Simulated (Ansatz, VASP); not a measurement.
Rh in VASP and in Ansatz

```
Rh
1.0
     0.00000    1.82692    1.87704
     1.82692    0.00000    1.87704
     1.82692    1.82692    0.00000
Rh
1
Direct
  0.00000 0.00000 0.00000
```

Change from the starting cell: engineering shear strain xy +0.0000, equal normal strain along x and y -0.0267.

Alike in both runs: task single point; functional LDA; k mesh 20 × 20 × 20; occupations gaussian, width 0.15 eV; no spin polarisation.

```csv
,VASP,Ansatz
version,VASP 6.6.1,Ansatz 0.2.0
potentials or method,"VASP PAW LDA potentials, release 64 (Rh_pv), cutoff 520 eV","scalar-relativistic, plane waves, PAW"
valence electrons in the cell,15,17
```

Ansatz gave:

| Property | Result |
| --- | --- |
| gap on the k mesh at the Fermi level (eV) | none |
| pressure (GPa) | 19.9 |
| traceless stress, the component that is largest in VASP (GPa) | -5.94 |

Estimate VASP's values.

gap on the k mesh at the Fermi level (eV): none; pressure (GPa): 21.0; traceless stress, the component that is largest in VASP (GPa): -5.93.

Ansatz warns that its potentials were made for another functional, while VASP's fit it. LDA's correlation is that of Perdew and Zunger in VASP and of Perdew and Wang (1992) in Ansatz. A gap of «none» marks a metal or a gap that the smearing closes. VASP's potentials hold 15 valence electrons a cell and Ansatz's 17, so a difference there can come from the potentials and not from the codes.
